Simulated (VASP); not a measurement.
# Re (P6_3/mmc) in VASP: settings compared, part 2 of 2

VASP 6.6.1. Earlier steps stand in the parts before.

### 3 Single point, B3LYP

This run uses another cell than the first one, of 15.06 Å³/atom.

POSCAR

```
Re
1.0
    2.7934759488      0.0000000000      0.0000000000
   -1.3967379744      2.4192211366      0.0000000000
    0.0000000000      0.0000000000      4.4563682102
Re
2
Direct
    0.6666666667      0.3333333333      0.7500000000
    0.3333333333      0.6666666667      0.2500000000
```

INCAR.step1

```
ALGO = Normal ; EDIFF = 1E-5
ENCUT = 520 ; GGA = PE
ISIF = 2 ; ISMEAR = -1
LASPH = T ; LCHARG = F
LREAL = F ; LWAVE = T
NBANDS = 14 ; NELM = 60
PREC = Accurate ; SIGMA = 0.05
```

INCAR.step2

```
AEXX = 0.2 ; AGGAC = 0.81
AGGAX = 0.72 ; ALDAC = 0.19
ALGO = Normal ; EDIFF = 1E-6
ENCUT = 520 ; GGA = B3
ISIF = 2 ; ISMEAR = -1
ISTART = 1 ; LASPH = T
LCHARG = F ; LHFCALC = T
LREAL = F ; LWAVE = F
NBANDS = 14 ; NELM = 60
PREC = Accurate ; PRECFOCK = Normal
SIGMA = 0.05
```

KPOINTS

```
k-points
0
Gamma
  6 6 3
```

Potentials or basis: VASP PAW PBE potentials, release 64 (Re).

Command:

```
$ cat potpaw_PBE.64/Re/POTCAR > POTCAR
$ cp INCAR.step1 INCAR
$ mpirun -np 1 vasp_std > vasp.out
$ cp INCAR.step2 INCAR
$ mpirun -np 1 vasp_std > vasp.out
```

OUTCAR:

```text
AEXX = 0.2
   EDIFF = 1E-6
   ENCUT = 520
   GGA = B3
   ISIF = 2
   ISMEAR = -1
   ISTART = 1
   LASPH = T
   LHFCALC = T
   LREAL = F
   NELM = 60
   PREC = Accurate
   PRECFOCK = Normal

 ion  position               nearest neighbor table
   1  0.667  0.333  0.750-   2 2.75   2 2.75   2 2.75   2 2.75   2 2.75   2 2.75
   2  0.333  0.667  0.250-   1 2.75   1 2.75   1 2.75   1 2.75   1 2.75   1 2.75

  LATTYP: Found a hexagonal cell.
 ALAT       =     2.7934759488
 C/A-ratio  =     1.5952770999

  Lattice vectors:

 A1 = (   2.7934759488,   0.0000000000,   0.0000000000)
 A2 = (  -1.3967379744,   2.4192211366,   0.0000000000)
 A3 = (   0.0000000000,   0.0000000000,   4.4563682102)

Analysis of symmetry for initial positions (statically):
=====================================================================
 Subroutine PRICEL returns:
 Original cell was already a primitive cell.

 Routine SETGRP: Setting up the symmetry group for a
 hexagonal supercell.

 Subroutine GETGRP returns: Found 24 space group operations
 (whereof 12 operations were pure point group operations)
 out of a pool of 24 trial point group operations.

The static configuration has the point symmetry D_3d.
 The point group associated with its full space group is D_6h.

Analysis of symmetry for dynamics (positions and initial velocities):
=====================================================================
 Subroutine PRICEL returns:
 Original cell was already a primitive cell.

 Routine SETGRP: Setting up the symmetry group for a
 hexagonal supercell.

 Subroutine GETGRP returns: Found 24 space group operations
 (whereof 12 operations were pure point group operations)
 out of a pool of 24 trial point group operations.

The dynamic configuration has the point symmetry D_3d.
 The point group associated with its full space group is D_6h.

 Subroutine INISYM returns: Found 24 space group operations
 (whereof 12 operations are pure point group operations),
 and found     1 'primitive' translations
[... 119 lines left out ...]
   ENCUTFOCK=  -1.0 apply spherical cutoff to Coloumb kernel
   IVDW    =     0    specifies the selected vdW correction
   LEPSILON=     F    determine dielectric tensor
   LRPA    =     F    only Hartree local field effects (RPA)
 non-spin polarized calculation
  energy-cutoff  :      520.00
  volume of cell :       30.12
 maximum number of plane-waves:       819
 NGX is ok and might be reduce to    24
  NGX = 16; NGY = 16; NGZ = 28

 number of electron      14.0000001 magnetization

 Free energy of the ion-electron system (eV)
  ---------------------------------------------------
  ext. energy  EPLUGINS =         0.00000000
  ---------------------------------------------------
  free energy    TOTEN  =       -27.04174610 eV

  energy without entropy =      -27.02650352  energy(sigma->0) =      -27.03412481

 E-fermi :   7.5070     XC(G=0): -10.7843

 val. band max:        7.1742932744   @ k =   0.1667   0.0000   0.0000
 cond. band min:       7.5237464768   @ k =   0.3333   0.1667   0.3333
 fundamental gap:      0.3494532023
 Fermi energy:         7.5069555306

 k-point     1 :       0.0000    0.0000    0.0000
  band No.  band energies     occupation
      1      -3.0727      2.00000
      2       0.2641      2.00000
      3       5.5644      2.00000
      4       5.5644      2.00000
      5       5.7507      2.00000
      6       6.5722      2.00000
      7       6.5722      2.00000
      8       7.9599      0.00023
      9       7.9599      0.00023
     10       8.7993      0.00000
     11      11.6477      0.00000
     12      11.6477      0.00000
     13      18.7938      0.00000
     14      23.2304      0.00000
[... 207 lines left out ...]
      1       2.5747      2.00000
      2       2.5747      2.00000
      3       2.7021      2.00000
      4       3.7415      2.00000
      5       5.0306      2.00000
      6       5.0306      2.00000
      7       7.8186      0.00392
      8       9.3493      0.00000
      9      11.6080      0.00000
     10      11.6080      0.00000
     11      16.6518      0.00000
     12      16.6518      0.00000
     13      19.7256      0.00000
     14      20.8501      0.00000

------------------------ aborting loop because EDIFF is reached ----------------------------------------

  FORCE on cell =-STRESS in cart. coord.  units (eV):
  Direction    XX          YY          ZZ          XY          YZ          ZX
  --------------------------------------------------------------------------------------
  -------------------------------------------------------------------------------------
  Total       -0.2157025     -0.2157025     -0.2221038     -0.0000000     -0.0000000     -0.0000000
  in kB      -11.4753059    -11.4753059    -11.8158504     -0.0000000     -0.0000000     -0.0000000
  external PRESSURE =     -11.5888208 kB  Pullay stress =       0.0000000 kB

 VOLUME and BASIS-vectors are now :
 -----------------------------------------------------------------------------
  energy-cutoff  :      520.00
  volume of cell :       30.12
      direct lattice vectors                 reciprocal lattice vectors
     2.793475949  0.000000000  0.000000000     0.357976950  0.206678088  0.000000000
    -1.396737974  2.419221137  0.000000000     0.000000000  0.413356177  0.000000000
     0.000000000  0.000000000  4.456368210     0.000000000  0.000000000  0.224397975

 POSITION                                       TOTAL-FORCE (eV/Angst)
 -----------------------------------------------------------------------------------
      1.39674      0.80641      3.34228        -0.000000     -0.000000      0.000000
     -0.00000      1.61281      1.11409         0.000000      0.000000     -0.000000
 -----------------------------------------------------------------------------------
    total drift:                                0.000000     -0.000000     -0.000001

  FREE ENERGIE OF THE ION-ELECTRON SYSTEM (eV)
  ---------------------------------------------------
  free  energy   TOTEN  =       -27.0417461005 eV

  energy  without entropy=      -27.0265035194  energy(sigma->0) =      -27.03412481
```

OSZICAR.step1:

```text
N       E                     dE             d eps       ncg     rms          rms(c)
DAV:   1     0.203796887705E+02    0.20380E+02   -0.67450E+03   784   0.122E+03
DAV:   2    -0.252981327416E+02   -0.45678E+02   -0.40615E+02   650   0.277E+02
DAV:   3    -0.263138136910E+02   -0.10157E+01   -0.97627E+00   616   0.392E+01
DAV:   4    -0.263239874219E+02   -0.10174E-01   -0.10164E-01   584   0.293E+00
DAV:   5    -0.263241989431E+02   -0.21152E-03   -0.21150E-03   612   0.794E-01    0.409E+01
DAV:   6    -0.252660164141E+02    0.10582E+01   -0.83148E-01   672   0.258E+01    0.162E+01
DAV:   7    -0.249071381401E+02    0.35888E+00   -0.56139E-01   688   0.206E+01    0.817E-01
DAV:   8    -0.248919663045E+02    0.15172E-01   -0.10393E-02   712   0.146E+00    0.278E-01
DAV:   9    -0.248912265834E+02    0.73972E-03   -0.48248E-04   720   0.287E-01    0.395E-02
DAV:  10    -0.248912441482E+02   -0.17565E-04   -0.22024E-05   494   0.384E-02    0.667E-03
DAV:  11    -0.248912462869E+02   -0.21387E-05   -0.18089E-06   340   0.481E-02
   1 F= -.24891246E+02 E0= -.24878273E+02  d E =-.259466E-01
```

Wall time 10 min (1 thread of Intel Xeon Platinum 8259CL at 2.50GHz (Skylake/Cascade Lake), shared host); peak memory 0.18 GiB.

Results:

| Item | Value |
| --- | --- |
| Free energy | -27.0417 eV |
| Pressure | -1.2 GPa |
| Band gap on the k mesh | zero (bands 7 and 8 overlap by 3.90 eV) |

Caveat: the k points lie up to 0.47 Å⁻¹ apart, too coarse for converged energies and pressures of a metal; the PAW data sets were made with another functional, which shifts forces and pressure a little; spin-orbit coupling is left out, which moves the levels of the heavy elements.

### 4 Single point, r2SCAN50

This run uses another cell than the first one, of 15.60 Å³/atom.

POSCAR

```
Re
1.0
    2.8149470801      0.0000000000      0.0000000000
   -1.4074735401      2.4378156817      0.0000000000
    0.0000000000      0.0000000000      4.5456378849
Re
2
Direct
    0.6666666667      0.3333333333      0.7500000000
    0.3333333333      0.6666666667      0.2500000000
```

INCAR.step1, as its differences from that of step 3:

```diff
@@ -5,3 +5,3 @@
 LREAL = F ; LWAVE = T
-NBANDS = 14 ; NELM = 60
+NBANDS = 14 ; NELM = 80
 PREC = Accurate ; SIGMA = 0.05
```

INCAR.step2

```
AEXX = 0.5 ; ALGO = Normal
EDIFF = 1E-6 ; ENCUT = 520
ISIF = 2 ; ISMEAR = -1
ISTART = 1 ; LASPH = T
LCHARG = F ; LHFCALC = T
LMIXTAU = T ; LREAL = F
LWAVE = F ; METAGGA = R2SCAN
NBANDS = 14 ; NELM = 80
PREC = Accurate ; PRECFOCK = Normal
SIGMA = 0.05
```

KPOINTS is that of step 3.

Command:

```
$ cat potpaw_PBE.64/Re/POTCAR > POTCAR
$ cp INCAR.step1 INCAR
$ mpirun -np 1 vasp_std > vasp.out
$ cp INCAR.step2 INCAR
$ mpirun -np 1 vasp_std > vasp.out
```

Wall time 39 min (1 thread of Intel Xeon Platinum 8259CL at 2.50GHz (Skylake/Cascade Lake), shared host); peak memory 0.17 GiB.

Results (log left out):

| Item | Value |
| --- | --- |
| Free energy | -79.6401 eV |
| Pressure | -46.2 GPa |
| Band gap on the k mesh | zero (bands 7 and 8 overlap by 4.34 eV) |

Stress tensor (GPa, compression positive):
```
-42.37   0.00   0.00
  0.00 -42.37   0.00
  0.00   0.00 -53.98
```

Levels at points of the mesh, in eV from the Fermi level:
| k point | band 4 | band 5 | band 6 | band 7 | band 8 | band 9 | band 10 | band 11 |
| --- | --- | --- | --- | --- | --- | --- | --- | --- |
| (0.00, 0.00, 0.00) | -2.59 | -2.59 | -1.37 | -1.37 | 0.76 | 1.01 | 1.01 | 5.26 |
| (0.50, 0.00, 0.00) | -3.07 | -3.04 | -2.47 | -1.44 | 5.99 | 6.45 | 6.56 | 8.11 |

Caveat: the k points lie up to 0.46 Å⁻¹ apart, too coarse for converged energies and pressures of a metal; the PAW data sets were made with another functional, which shifts forces and pressure a little; spin-orbit coupling is left out, which moves the levels of the heavy elements.

### 5 Single point, LDA

This run uses another cell than the first one, of 14.33 Å³/atom.

INCAR

```
SYSTEM = Re
ALGO = Normal
EDIFF = 1E-7
ENCUT = 520
GGA = CA
ISIF = 2
ISMEAR = -1
LASPH = .True.
LCHARG = .False.
LREAL = .False.
LWAVE = .False.
NBANDS = 14
NELM = 60
PREC = Accurate
SIGMA = 0.05
```

KPOINTS

```
k-points
0
Gamma
  11 11 6
  0 0 0
```

POSCAR

```
Re
1.0
    2.7370373755      0.0000000000      0.0000000000
   -1.3685186877      2.3703438983      0.0000000000
    0.0000000000      0.0000000000      4.4167669667
Re
2
Direct
    0.6666666667      0.3333333333      0.7500000000
    0.3333333333      0.6666666667      0.2500000000
```

Potentials or basis: VASP PAW LDA potentials, release 64 (Re).

Command:

```
$ cat potpaw_LDA.64/Re/POTCAR > POTCAR
$ mpirun -np 1 vasp_std > vasp.out
```

OUTCAR:

```text
SYSTEM = Re
   EDIFF = 1E-7
   ENCUT = 520
   GGA = CA
   ISIF = 2
   ISMEAR = -1
   LASPH = .True.
   LREAL = .False.
   NELM = 60
   PREC = Accurate

 ion  position               nearest neighbor table
   1  0.667  0.333  0.750-   2 2.72   2 2.72   2 2.72   2 2.72   2 2.72   2 2.72
   2  0.333  0.667  0.250-   1 2.72   1 2.72   1 2.72   1 2.72   1 2.72   1 2.72

  LATTYP: Found a hexagonal cell.
 ALAT       =     2.7370373755
 C/A-ratio  =     1.6137035637

  Lattice vectors:

 A1 = (   2.7370373755,   0.0000000000,   0.0000000000)
 A2 = (  -1.3685186877,   2.3703438983,   0.0000000000)
 A3 = (   0.0000000000,   0.0000000000,   4.4167669667)

Analysis of symmetry for initial positions (statically):
=====================================================================
 Subroutine PRICEL returns:
 Original cell was already a primitive cell.

 Routine SETGRP: Setting up the symmetry group for a
 hexagonal supercell.

 Subroutine GETGRP returns: Found 24 space group operations
 (whereof 12 operations were pure point group operations)
 out of a pool of 24 trial point group operations.

The static configuration has the point symmetry D_3d.
 The point group associated with its full space group is D_6h.

Analysis of symmetry for dynamics (positions and initial velocities):
=====================================================================
 Subroutine PRICEL returns:
 Original cell was already a primitive cell.

 Routine SETGRP: Setting up the symmetry group for a
 hexagonal supercell.

 Subroutine GETGRP returns: Found 24 space group operations
 (whereof 12 operations were pure point group operations)
 out of a pool of 24 trial point group operations.

The dynamic configuration has the point symmetry D_3d.
 The point group associated with its full space group is D_6h.

 Subroutine INISYM returns: Found 24 space group operations
 (whereof 12 operations are pure point group operations),
 and found     1 'primitive' translations

[... 116 lines left out ...]
  Fermi-wavevector in a.u.,A,eV,Ry     =   1.289393  2.436600 22.620154  1.662534
  Thomas-Fermi vector in A             =   2.421289
   LORBIT       =      0    0 simple, 1 ext, 2 COOP (PROOUT), +10 PAW based schemes
   GGA     = CA    functional components
   LHFCALC =     F    Hartree Fock is set to
   AEXX    =    0.0000 exact exchange contribution
   IVDW    =     0    specifies the selected vdW correction
   LEPSILON=     F    determine dielectric tensor
   LRPA    =     F    only Hartree local field effects (RPA)
 non-spin polarized calculation
  energy-cutoff  :      520.00
  volume of cell :       28.65
 maximum number of plane-waves:       784
   NGX = 11   NGY = 11   NGZ = 17

 number of electron      14.0000001 magnetization

 Free energy of the ion-electron system (eV)
  ---------------------------------------------------
  ext. energy  EPLUGINS =         0.00000000
  ---------------------------------------------------
  free energy    TOTEN  =       -27.53137769 eV

  energy without entropy =      -27.51893066  energy(sigma->0) =      -27.52515418

 E-fermi :   8.2058     XC(G=0): -13.9855

 val. band max:        8.1478548025   @ k =   0.1818   0.0000   0.1667
 cond. band min:       8.2177439616   @ k =   0.3636   0.0000   0.3333
 fundamental gap:      0.0698891590
 Fermi energy:         8.2058322906

 k-point     1 :       0.0000    0.0000    0.0000
  band No.  band energies     occupation
      1      -1.7891      2.00000
      2       1.3812      2.00000
      3       6.5097      2.00000
      4       6.5097      2.00000
      5       6.5240      2.00000
      6       7.3846      2.00000
      7       7.3846      2.00000
      8       8.3434      0.11993
      9       8.3434      0.11993
     10       9.0001      0.00000
     11      11.6588      0.00000
     12      11.6588      0.00000
     13      18.5849      0.00000
     14      22.4296      0.00000
[... 377 lines left out ...]
      1       0.5881      2.00000
      2       3.1341      2.00000
      3       4.5335      2.00000
      4       4.8487      2.00000
      5       6.1432      2.00000
      6       6.8699      2.00000
      7       7.5070      2.00000
      8       8.4723      0.00964
      9       9.2146      0.00000
     10       9.6203      0.00000
     11      12.0904      0.00000
     12      15.3043      0.00000
     13      19.7492      0.00000
     14      24.5535      0.00000

 [... further k-points ...]
[... 5 lines left out ...]
  --------------------------------------------------------------------------------------
  -------------------------------------------------------------------------------------
  Total        0.2904621      0.2904621      0.2578768      0.0000000     -0.0000000      0.0000000
  in kB       16.2406501     16.2406501     14.4187034      0.0000000     -0.0000000      0.0000000
  external PRESSURE =      15.6333346 kB  Pullay stress =       0.0000000 kB

 VOLUME and BASIS-vectors are now :
 -----------------------------------------------------------------------------
  energy-cutoff  :      520.00
  volume of cell :       28.65
      direct lattice vectors                 reciprocal lattice vectors
     2.737037375  0.000000000  0.000000000     0.365358548  0.210939856  0.000000000
    -1.368518688  2.370343898  0.000000000     0.000000000  0.421879712  0.000000000
     0.000000000  0.000000000  4.416766967     0.000000000  0.000000000  0.226409953

 POSITION                                       TOTAL-FORCE (eV/Angst)
 -----------------------------------------------------------------------------------
      1.36852      0.79011      3.31258         0.000000     -0.000000      0.000000
     -0.00000      1.58023      1.10419        -0.000000      0.000000      0.000000
 -----------------------------------------------------------------------------------
    total drift:                                0.000000     -0.000000     -0.000000

  FREE ENERGIE OF THE ION-ELECTRON SYSTEM (eV)
  ---------------------------------------------------
  free  energy   TOTEN  =       -27.5313776937 eV

  energy  without entropy=      -27.5189306597  energy(sigma->0) =      -27.52515418
```

stdout:

```text
POSCAR found type information on POSCAR Re
 POSCAR found :  1 types and       2 ions
 scaLAPACK will be used
 LDA part: xc-table for (Slater(with rela. corr.)+CA(PZ))
 , standard interpolation
 POSCAR, INCAR and KPOINTS ok, starting setup
 FFT: planning ... GRIDC
 FFT: planning ... GRID_SOFT
 FFT: planning ... GRID
 WAVECAR not read
 entering main loop
```

It took 20 s on 1 thread of Intel Xeon 8259CL, shared host; peak memory 0.11 GiB.

Results:

| Property | Result |
| --- | --- |
| Free energy | -27.5314 eV |
| Pressure | 1.6 GPa |
| Band gap on the k mesh | zero (bands 7 and 8 overlap by 3.35 eV) |

Levels at points of the mesh, in eV from the Fermi level:
```
           k point  band 5  band 6  band 7  band 8  band 9  band 10
(0.00, 0.00, 0.00)   -1.68   -0.82   -0.82    0.14    0.14     0.79
(0.00, 0.00, 0.50)   -1.83   -1.83   -1.83   -1.83    2.61     2.61
```

Caveat: spin-orbit coupling is left out, which moves the levels of the heavy elements.

### 6 Single point, LDA

INCAR

```
SYSTEM = Re
  PREC = Accurate
  ENCUT = 520
  EDIFF = 1E-6
  ISMEAR = -1
  SIGMA = 0.05
  LREAL = .FALSE.
  LASPH = .TRUE.
  NELM = 100
  ALGO = Normal
  ISIF = 2
  LWAVE = .FALSE.
  LCHARG = .FALSE.
  GGA = CA
  NBANDS = 14
```

KPOINTS

```
regular mesh
0
G
  11 11 6
  0 0 0
```

POSCAR

```
Re
1.0
    2.7608000000      0.0000000000      0.0000000000
   -1.3804000000      2.3909229348      0.0000000000
    0.0000000000      0.0000000000      4.4582000000
Re
2
Direct
    0.6666666667      0.3333333333      0.7500000000
    0.3333333333      0.6666666667      0.2500000000
```

Potentials or basis: VASP PAW LDA potentials, release 64 (Re).

Command:

```
$ cat potpaw_LDA.64/Re/POTCAR > POTCAR
$ mpirun -np 1 vasp_std > vasp.out
```

Wall time 30 s (1 thread of Intel Xeon 8259CL, shared host); peak memory 0.12 GiB.

The run converged. Its results:

* Free energy: -27.5136 eV
* Pressure: -8.9 GPa
* Band gap on the k mesh: zero (bands 7 and 8 overlap by 3.19 eV)

Stress tensor (GPa, compression positive):
```
-8.74  0.00  0.00
 0.00 -8.74  0.00
 0.00  0.00 -9.28
```

Levels at points of the mesh, in eV from the Fermi level:
| k point | band 5 | band 6 | band 7 | band 8 | band 9 | band 10 |
| --- | --- | --- | --- | --- | --- | --- |
| (0.00, 0.00, 0.00) | -1.62 | -0.78 | -0.78 | 0.15 | 0.15 | 0.73 |
| (0.00, 0.00, 0.50) | -1.75 | -1.75 | -1.75 | -1.75 | 2.51 | 2.51 |

Caveat: the cell stands under tension; spin-orbit coupling is left out, which moves the levels of the heavy elements.

### 7 Overview

```csv
level,potentials or basis,cell,k mesh,grid for exact exchange (PRECFOCK),share of exact exchange,screening parameter,gap on the mesh (eV),pressure (GPa)
PBEsol-based screened hybrid with 25 % exact exchange,"VASP PAW PBE potentials, release 64 (Re)","a = 2.761, b = 2.761, c = 4.458 Å, angles 90.0, 90.0, 120.0°, 2 atoms",6 × 6 × 3,Normal,0.25,0.207 1/Å,none,-15.1
B3LYP,"VASP PAW PBE potentials, release 64 (Re)","a = 2.793, b = 2.793, c = 4.456 Å, angles 90.0, 90.0, 120.0°, 2 atoms",6 × 6 × 3,Normal,0.2,-,none,-1.2
r2SCAN50,"VASP PAW PBE potentials, release 64 (Re)","a = 2.815, b = 2.815, c = 4.546 Å, angles 90.0, 90.0, 120.0°, 2 atoms",6 × 6 × 3,Normal,0.5,-,none,-46.2
LDA,"VASP PAW LDA potentials, release 64 (Re)","a = 2.737, b = 2.737, c = 4.417 Å, angles 90.0, 90.0, 120.0°, 2 atoms",11 × 11 × 6,-,-,-,none,1.6
LDA,"VASP PAW LDA potentials, release 64 (Re)","a = 2.761, b = 2.761, c = 4.458 Å, angles 90.0, 90.0, 120.0°, 2 atoms",11 × 11 × 6,-,-,-,none,-8.9
```

Alike in all rows: task single point; no spin polarisation; cutoff (eV) 520; smearing fermi-dirac 0.05 eV.

Caveats: some runs use coarse meshes; spin-orbit coupling is left out, which moves the levels of the heavy elements; the PAW data sets were made with another functional, which shifts forces and pressure a little (at least some runs); the cell stands under tension (at least some runs).

Absolute energies hang on the potentials; compare differences alone.

The gap in the log of VASP goes by the Fermi energy; the results here count the filled bands.